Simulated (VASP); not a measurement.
# C (a cell with a defect) in VASP: relaxation of the atoms with PBEsol

Aim: the relaxation of the atoms of C (a cell with a defect) with PBEsol.

All numbers are computed with VASP 6.6.1; they aren't measurements. Logs are shortened: lines on timing, memory, paths and dates and some standing lists are left out, and cuts for length are marked.

### 1 The cell of the first run

The cell holds a defect, 65 atoms: a = 7.108 Å, b = 7.108 Å, c = 7.108 Å, α = 90.00°, β = 90.00°, γ = 90.00°.

### 2 Relaxation of the atoms, PBEsol

Input file INCAR:

```
  PREC = Accurate
  ENCUT = 520
  EDIFF = 1E-7
  ISMEAR = -1
  SIGMA = 0.05
  LREAL = Auto
  LASPH = T
  NELM = 120
  ALGO = Normal
  ISIF = 2
  LWAVE = F
  LCHARG = F
  GGA = PS
  IBRION = 2
  NSW = 100
  EDIFFG = -0.03
  ISYM = -1
  GGA_COMPAT = F
  NELMIN = 4
```

Input file KPOINTS:

```
explicit points
1
Reciprocal
  0.25000000   0.25000000   0.25000000 1
```

Input file POSCAR:

```
C
1.0
    7.1076060000      0.0000000000      0.0000000000
    0.0000000000      7.1076060000      0.0000000000
    0.0000000000      0.0000000000      7.1076060000
C
65
Direct
    0.9981900000      0.9998730000      0.0008650000
    0.0001150000      0.9985230000      0.5062510000
    0.9969340000      0.4988740000      0.0047020000
    0.9969130000      0.4965670000      0.5047060000
    0.5000250000      0.9989450000      0.9940080000
    0.5015450000      0.0004950000      0.4952340000
    0.5021450000      0.4965670000      0.0034060000
    0.4942730000      0.5007600000      0.5037070000
    0.1260070000      0.1243590000      0.1252980000
    0.1291260000      0.1207360000      0.6230450000
    0.1217110000      0.6236540000      0.1270010000
    0.1242040000      0.6205630000      0.6215300000
    0.6256250000      0.1277340000      0.1188470000
    0.6268150000      0.1257280000      0.6235420000
    0.6218610000      0.6227830000      0.1276010000
    0.6251270000      0.6235500000      0.6294790000
    0.2476940000      0.2468270000      0.0016990000
    0.2562200000      0.2471980000      0.5009460000
    0.2571090000      0.7482200000      0.0011610000
    0.2460090000      0.7539770000      0.5027230000
    0.7507950000      0.2517060000      0.9978790000
    0.7501500000      0.2515320000      0.5037880000
    0.7497680000      0.7517150000      0.0014140000
    0.7506860000      0.7495410000      0.5014340000
    0.3755990000      0.3775030000      0.1280330000
    0.3765600000      0.3744630000      0.6236400000
    0.3793450000      0.8768820000      0.1273720000
    0.3755430000      0.8744540000      0.6271400000
    0.8708140000      0.3762890000      0.1263900000
    0.8694500000      0.3757520000      0.6220240000
    0.8764690000      0.8748590000      0.1178190000
    0.8749240000      0.8736770000      0.6271220000
    0.2507920000      0.9987130000      0.2509100000
    0.2566370000      0.0038960000      0.7508120000
    0.2504230000      0.4992720000      0.2485550000
    0.2536370000      0.4980100000      0.7507490000
    0.7520720000      0.0009780000      0.2474910000
    0.7464750000      0.9981320000      0.7459610000
    0.7526610000      0.5017020000      0.2527420000
    0.7514110000      0.5029330000      0.7516160000
    0.3720490000      0.1263040000      0.3754840000
    0.3733390000      0.1264040000      0.8754540000
    0.3697980000      0.6212880000      0.3780680000
    0.3764900000      0.6265750000      0.8794950000
    0.8800700000      0.1250870000      0.3739190000
    0.8746420000      0.1214850000      0.8758390000
    0.8741470000      0.6193910000      0.3721780000
    0.8790180000      0.6248230000      0.8697330000
    0.0043770000      0.2523630000      0.2472890000
    0.9969100000      0.2490280000      0.7462030000
    0.9964360000      0.7524000000      0.2509970000
    0.9983760000      0.7526930000      0.7513940000
    0.5008370000      0.2498690000      0.2512350000
    0.4976180000      0.2466050000      0.7513910000
    0.5014680000      0.7529150000      0.2483820000
    0.4978930000      0.7529260000      0.7488820000
    0.1243110000      0.3707310000      0.3751020000
    0.1264890000      0.3784950000      0.8750710000
    0.1284070000      0.8743910000      0.3693910000
    0.1258750000      0.8724320000      0.8769130000
    0.6170110000      0.3727330000      0.3727830000
    0.6208870000      0.3764930000      0.8795190000
    0.6249720000      0.8718130000      0.3744230000
    0.6234400000      0.8723780000      0.8748150000
    0.8115730000      0.5641770000      0.5633370000
```

Potentials or basis: VASP PAW PBE potentials, release 64 (C).

Launch:

```
> cat potpaw_PBE.64/C/POTCAR > POTCAR
> mpirun -np 1 vasp_std > vasp.out
```

OUTCAR:

```text
PREC = Accurate
   ENCUT = 520
   EDIFF = 1E-7
   ISMEAR = -1
   LREAL = Auto
   LASPH = T
   NELM = 120
   ISIF = 2
   GGA = PS
   IBRION = 2
   NSW = 100
   EDIFFG = -0.03
   ISYM = -1
   NELMIN = 4

 ion  position               nearest neighbor table
   1  0.998  1.000  0.001-  31 1.49  46 1.52   9 1.55  60 1.56
   2  0.000  0.999  0.506-  10 1.51  32 1.52  45 1.56  59 1.60
   3  0.997  0.499  0.005-  29 1.52  11 1.53  48 1.56  58 1.56
   4  0.997  0.497  0.505-  65 1.46  30 1.50  12 1.51  47 1.55  57 1.57
   5  0.500  0.999  0.994-  64 1.52  42 1.53  27 1.54  13 1.56
   6  0.502  0.000  0.495-  63 1.53  41 1.54  14 1.55  28 1.58
   7  0.502  0.497  0.003-  62 1.49  15 1.52  25 1.52  44 1.56
   8  0.494  0.501  0.504-  26 1.49  43 1.52  16 1.56  61 1.57
   9  0.126  0.124  0.125-  17 1.51  49 1.53  33 1.54   1 1.55
  10  0.129  0.121  0.623-   2 1.51  34 1.53  18 1.54  50 1.58
  11  0.122  0.624  0.127-   3 1.53  35 1.54  51 1.55  19 1.58
  12  0.124  0.621  0.622-   4 1.51  20 1.54  36 1.56  52 1.59
  13  0.626  0.128  0.119-  21 1.52   5 1.56  53 1.56  37 1.57
  14  0.627  0.126  0.624-  22 1.51  38 1.52  54 1.55   6 1.55
  15  0.622  0.623  0.128-   7 1.52  55 1.52  39 1.55  23 1.57
  16  0.625  0.624  0.629-  65 1.47  40 1.51  56 1.54   8 1.56  24 1.56
  17  0.248  0.247  0.002-   9 1.51  42 1.53  58 1.56  25 1.58
[... 32 lines left out ...]
  50  0.997  0.249  0.746-  30 1.55  46 1.56  10 1.58  58 1.59
  51  0.996  0.752  0.251-  59 1.53  31 1.54  47 1.55  11 1.55
  52  0.998  0.753  0.751-  48 1.50  32 1.51  60 1.53  12 1.59
  53  0.501  0.250  0.251-  61 1.48  25 1.54  41 1.55  13 1.56
[... 9 lines left out ...]
  63  0.625  0.872  0.374-  55 1.51   6 1.53  24 1.54  37 1.57
  64  0.623  0.872  0.875-   5 1.52  56 1.52  23 1.53  38 1.55
  65  0.812  0.564  0.563-  24 1.45  30 1.46   4 1.46  16 1.47  40 1.47  47 1.48

IMPORTANT INFORMATION: All symmetrisations will be switched off!
NOSYMM: (Re-)initialisation of all symmetry stuff for point group C_1.

----------------------------------------------------------------------------------------

                                     Primitive cell

  volume of cell :     359.0625

  direct lattice vectors                    reciprocal lattice vectors
     7.107606000  0.000000000  0.000000000     0.140694349  0.000000000  0.000000000
     0.000000000  7.107606000  0.000000000     0.000000000  0.140694349  0.000000000
     0.000000000  0.000000000  7.107606000     0.000000000  0.000000000  0.140694349

  length of vectors
     7.107606000  7.107606000  7.107606000     0.140694349  0.140694349  0.140694349

  position of ions in fractional coordinates (direct lattice)
     0.998190000  0.999873000  0.000865000
     0.000115000  0.998523000  0.506251000
     0.996934000  0.498874000  0.004702000
     0.996913000  0.496567000  0.504706000
     0.500025000  0.998945000  0.994008000
     0.501545000  0.000495000  0.495234000
[... 57 lines left out ...]
     0.623440000  0.872378000  0.874815000
     0.811573000  0.564177000  0.563337000

  ion indices of the primitive-cell ions
   primitive index   ion index
                 1           1
                 2           2
                 3           3
                 4           4
                 5           5
                 6           6
[... 57 lines left out ...]
                64          64
                65          65

----------------------------------------------------------------------------------------

 KPOINTS: explicit points

Read explicit list of k-points.

 Found      1 k-points:

 Following reciprocal coordinates:
            Coordinates               Weight
  0.250000  0.250000  0.250000      1.000000
   k-points           NKPTS =      1   k-points in BZ     NKDIM =      1   number of bands    NBANDS=    163
   number of dos      NEDOS =    301   number of ions     NIONS =     65
   total plane-waves  NPLWV = 157464
   dimension x,y,z NGX =    54 NGY =   54 NGZ =   54
   dimension x,y,z NGXF=   108 NGYF=  108 NGZF=  108
   ions per type =              65
   NGX,Y,Z   is equivalent  to a cutoff of  12.63, 12.63, 12.63 a.u.
   NGXF,Y,Z  is equivalent  to a cutoff of  25.26, 25.26, 25.26 a.u.
 SYSTEM =  unknown system
   PREC   = accura    normal or accurate (medium, high low for compatibility)
   ISTART =      0    job   : 0-new  1-cont  2-samecut
   ICHARG =      2    charge: 1-file 2-atom 10-const
   ISPIN  =      1    spin polarized calculation?
   LNONCOLLINEAR =      F non collinear calculations
   LSORBIT =      F    spin-orbit coupling
   LASPH  =      T    aspherical Exc in radial PAW
   ENCUT  =  520.0 eV  38.22 Ry    6.18 a.u.  13.22 13.22 13.22*2*pi/ulx,y,z
   NELM   =    120;   NELMIN=  4; NELMDL= -5     # of ELM steps
   EDIFF  = 0.1E-06   stopping-criterion for ELM
   LREAL  =      T    real-space projection
   EDIFFG = -.3E-01   stopping-criterion for IOM
   NSW    =    100    number of steps for IOM
   IBRION =      2    ionic relax: 0-MD 1-quasi-New 2-CG
   NFREE  =      1    steps in history (QN), initial steepest desc. (CG)
   ISIF   =      2    stress and relaxation
   ISYM   =     -1    0-nonsym 1-usesym 2-fastsym
   POTIM  = 0.5000    time-step for ionic-motion
   TEBEG  =    0.0;   TEEND  =   0.0 temperature during run
   PSTRESS=    0.0 pullay stress
   NELECT =     260.0000    total number of electrons
   NUPDOWN=      -1.0000    fix difference up-down
   EMIN   =  10.00;   EMAX   =-10.00  energy-range for DOS
   EFERMI =   0.00;   METHOD = LEGACY
   ISMEAR =    -1;   SIGMA  =   0.05  broadening in eV -4-tet -1-fermi 0-gaus
   EFERMI_NEDOS =   21; number of points for ismear=-14 and -15
   IALGO  =     38    algorithm
   IMIX   =      4    mixing-type and parameters
     AMIX     =   0.40;   BMIX     =  1.00
     AMIX_MAG =   1.60;   BMIX_MAG =  1.00
  volume/ion in A,a.u.               =       5.52        37.28
  Fermi-wavevector in a.u.,A,eV,Ry     =   1.470086  2.778059 29.404251  2.161151
  Thomas-Fermi vector in A             =   2.585385
   LORBIT       =      0    0 simple, 1 ext, 2 COOP (PROOUT), +10 PAW based schemes
   GGA     = PS    functional components
   LHFCALC =     F    Hartree Fock is set to
   AEXX    =    0.0000 exact exchange contribution
   IVDW    =     0    specifies the selected vdW correction
   LEPSILON=     F    determine dielectric tensor
   LRPA    =     F    only Hartree local field effects (RPA)
 conjugate gradient relaxation of ions
 non-spin polarized calculation
  energy-cutoff  :      520.00
  volume of cell :      359.06
 maximum number of plane-waves:      9651
 NGX is ok and might be reduce to    54
   NGX = 27   NGY = 27   NGZ = 27

--------------------------------------- Ionic step        1  -------------------------------------------

 number of electron     260.0000001 magnetization

 Free energy of the ion-electron system (eV)
  ---------------------------------------------------
  ext. energy  EPLUGINS =         0.00000000
  ---------------------------------------------------
  free energy    TOTEN  =      -603.61149001 eV

  energy without entropy =     -603.61056320  energy(sigma->0) =     -603.61102661

------------------------ aborting loop because EDIFF is reached ----------------------------------------

  FORCE on cell =-STRESS in cart. coord.  units (eV):
  Direction    XX          YY          ZZ          XY          YZ          ZX
  --------------------------------------------------------------------------------------
  -------------------------------------------------------------------------------------
  Total       34.2976684     35.3693363     34.8154772    -10.8947428    -11.2463906    -12.1644214
  in kB      153.0400657    157.8219688    155.3505873    -48.6135715    -50.1826637    -54.2790206
  external PRESSURE =     155.4042073 kB  Pullay stress =       0.0000000 kB
[... 278 lines left out ...]
  FREE ENERGIE OF THE ION-ELECTRON SYSTEM (eV)
  ---------------------------------------------------
  free  energy   TOTEN  =      -606.8807478050 eV

  energy  without entropy=     -606.8799218327  energy(sigma->0) =     -606.88033482

[... ionic steps 4 to 38 ...]

--------------------------------------- Ionic step       39  -------------------------------------------

 number of electron     259.9999997 magnetization

------------------------ aborting loop because EDIFF is reached ----------------------------------------
[... 193 lines left out ...]
--------------------------------------- Ionic step       41  -------------------------------------------

 number of electron     259.9999997 magnetization

 Free energy of the ion-electron system (eV)
  ---------------------------------------------------
  ext. energy  EPLUGINS =         0.00000000
  ---------------------------------------------------
  free energy    TOTEN  =      -613.61295159 eV

  energy without entropy =     -613.61246071  energy(sigma->0) =     -613.61270615

 E-fermi :  12.1339     XC(G=0): -13.5622

 val. band max:       11.7222380415   @ k =   0.2500   0.2500   0.2500
 cond. band min:      12.5454719175   @ k =   0.2500   0.2500   0.2500
 fundamental gap:      0.8232338760
 Fermi energy:        12.1338549826

 k-point     1 :       0.2500    0.2500    0.2500
  band No.  band energies     occupation
      1     -11.4294      2.00000
      2     -10.3493      2.00000
      3     -10.2337      2.00000
      4     -10.2235      2.00000
      5      -9.1916      2.00000
      6      -9.0980      2.00000
[... 134 lines left out ...]
    141      16.3114      0.00000
    142      16.4660      0.00000
 [bands above 142 left out]

------------------------ aborting loop because EDIFF is reached ----------------------------------------

  FORCE on cell =-STRESS in cart. coord.  units (eV):
  Direction    XX          YY          ZZ          XY          YZ          ZX
  --------------------------------------------------------------------------------------
  -------------------------------------------------------------------------------------
  Total        4.1638926     58.9134299     33.6495901     -7.3016480     -5.1434614     -5.2085737
  in kB       18.5797586    262.8783705    150.1482671    -32.5807773    -22.9507049    -23.2412433
  external PRESSURE =     143.8687988 kB  Pullay stress =       0.0000000 kB
[... 80 lines left out ...]
  FREE ENERGIE OF THE ION-ELECTRON SYSTEM (eV)
  ---------------------------------------------------
  free  energy   TOTEN  =      -613.6129515867 eV

  energy  without entropy=     -613.6124607091  energy(sigma->0) =     -613.61270615

 reached required accuracy - stopping structural energy minimisation
```

It took 54 min on 1 thread of Intel Xeon Platinum 8375C at 2.90GHz (Ice Lake), shared host; peak memory 0.41 GiB.

What came out:

| Item | Value |
| --- | --- |
| Free energy | -613.6130 eV |
| Energy gained by relaxing | 153.9 meV/atom |
| Ionic steps | 41 |
| Pressure after relaxing | 14.4 GPa |
| Largest force after relaxing | 0.026 eV/Å |
| Band gap on the k mesh | 0.82 eV |

Forces in eV/Å, atoms in the order of the input:
```
C    0.007  0.000 -0.004
C    0.004  0.000 -0.001
C   -0.002  0.004 -0.002
C   -0.002  0.006 -0.003
C   -0.001  0.001  0.004
C    0.003 -0.001  0.004
C    0.001  0.001 -0.003
C    0.000 -0.003 -0.004
C    0.002 -0.003 -0.003
C    0.000  0.002  0.004
C    0.001  0.004  0.001
C   -0.001  0.004 -0.001
C   -0.005 -0.002  0.001
C   -0.001  0.004  0.003
C   -0.002 -0.004 -0.001
C   -0.008 -0.005 -0.002
C   -0.003 -0.001 -0.002
C   -0.001  0.000  0.003
C    0.000 -0.001  0.003
C   -0.003  0.006 -0.004
C    0.005 -0.002 -0.001
C   -0.001 -0.002  0.000
C    0.000  0.002 -0.002
C    0.001 -0.022  0.014
C    0.001  0.001 -0.001
C   -0.002 -0.003 -0.005
C    0.001  0.002 -0.002
C    0.003 -0.002  0.002
C    0.003 -0.005 -0.007
C   -0.006  0.003 -0.003
C    0.001  0.002 -0.001
C    0.004 -0.011 -0.010
C    0.001  0.002 -0.002
C   -0.003  0.001  0.005
C   -0.002  0.000  0.003
C   -0.001  0.005 -0.004
C    0.004 -0.001  0.000
C    0.002  0.003  0.007
C   -0.005  0.001  0.002
C   -0.005  0.000  0.002
C   -0.002 -0.005 -0.001
C    0.002 -0.003 -0.002
C   -0.003  0.002 -0.005
C   -0.005  0.000  0.001
C    0.001  0.003  0.001
C    0.001  0.005 -0.001
C   -0.008  0.006  0.008
C    0.000  0.000  0.001
C    0.003  0.003  0.004
C    0.011  0.001  0.005
C   -0.002  0.003  0.002
C   -0.001  0.000 -0.002
C   -0.008 -0.005 -0.004
C    0.004 -0.001  0.006
C    0.000 -0.001  0.001
C    0.002 -0.003  0.002
C    0.000  0.002  0.006
C    0.003 -0.004 -0.002
C    0.008  0.001 -0.001
C    0.007 -0.001  0.005
C    0.001 -0.004 -0.005
C   -0.002 -0.002  0.003
C   -0.004  0.000 -0.002
C    0.001 -0.001  0.002
C    0.001  0.017 -0.010
```

The path:
```
step  energy change (eV)  largest force (eV/Å)  pressure (GPa)
   1              0.0000                5.6601           15.54
   3             -3.2693                1.3656           13.53
   5             -3.7091                3.0904           13.20
   7             -2.4380               17.4585           17.90
   9             -5.2873                4.7575           14.26
  11             -5.4464                4.6631           14.24
  13             -5.9615                5.7064           14.65
  15             -7.3834                4.9783           13.91
  17             -8.6036                4.5788           14.41
  19             -9.5387                2.5740           14.71
  21             -9.7680                2.7903           14.39
  23             -9.8984                0.9782           14.49
  25             -9.9591                0.7289           14.37
  27             -9.9841                0.4033           14.39
  29             -9.9947                0.3697           14.36
  31             -9.9981                0.2899           14.39
  33            -10.0000                0.1471           14.38
  35            -10.0009                0.0775           14.39
  37            -10.0013                0.0545           14.39
  39            -10.0014                0.0535           14.39
  41            -10.0015                0.0259           14.39
```

Final structure:
```
C
1.0
     7.10761    0.00000    0.00000
     0.00000    7.10761    0.00000
     0.00000    0.00000    7.10761
C
65
Direct
  0.00136 0.99642 0.00174
  0.00340 0.00427 0.50286
  0.00147 0.49670 0.00039
  0.00433 0.48792 0.49863
  0.49992 0.99652 0.00069
  0.49717 0.00543 0.49856
  0.50031 0.49692 0.00166
  0.49792 0.48922 0.50247
  0.12652 0.12087 0.12625
  0.12939 0.12351 0.62695
  0.12592 0.62222 0.12674
  0.12223 0.62335 0.62343
  0.62578 0.12661 0.12065
  0.62378 0.12737 0.62905
  0.62731 0.62105 0.12590
  0.62764 0.59419 0.64152
  0.25085 0.24666 0.00104
  0.25069 0.24669 0.50069
  0.25082 0.74674 0.00088
  0.25080 0.74661 0.50115
  0.75073 0.24669 0.00108
  0.75068 0.24670 0.50108
  0.75074 0.74663 0.00130
  0.75044 0.83689 0.50073
  0.37560 0.37300 0.12616
  0.37254 0.37024 0.62696
  0.37610 0.87161 0.12687
  0.37980 0.87041 0.62329
  0.87621 0.36728 0.12041
  0.87826 0.36645 0.62896
  0.87487 0.87267 0.12594
  0.87420 0.89978 0.64234
  0.24874 0.99518 0.25187
  0.25284 0.99508 0.75019
  0.25279 0.49802 0.25172
  0.24886 0.49827 0.75029
  0.75149 0.01011 0.24001
  0.75002 0.01044 0.76287
  0.75027 0.48313 0.23980
  0.75195 0.48300 0.76218
  0.37228 0.12419 0.37570
  0.37549 0.12105 0.87632
  0.37981 0.62366 0.37903
  0.37656 0.62241 0.87561
  0.87798 0.12710 0.37358
  0.87619 0.12642 0.88216
  0.87607 0.59232 0.36135
  0.87510 0.62103 0.87702
  0.00299 0.24746 0.24890
  0.00303 0.24551 0.75312
  0.99599 0.74333 0.25290
  0.99531 0.74954 0.74906
  0.49853 0.24590 0.24901
  0.49843 0.24790 0.75291
  0.50576 0.74966 0.25325
  0.50626 0.74408 0.74920
  0.12974 0.36983 0.37570
  0.12660 0.37285 0.87630
  0.12224 0.87001 0.37897
  0.12576 0.87153 0.87558
  0.62407 0.36656 0.37341
  0.62589 0.36746 0.88207
  0.62544 0.90120 0.36165
  0.62703 0.87300 0.87736
  0.75096 0.65688 0.50052
```

Levels at points of the mesh, in eV from the valence-band top:
```
           k point  band 127  band 128  band 129  band 130  band 131  band 132  band 133  band 134
(0.25, 0.25, 0.25)     -3.03     -2.56     -2.38      0.00      0.82      2.86      3.13      3.22
```

Caveat: the PAW data sets were made with another functional, which shifts forces and pressure a little.
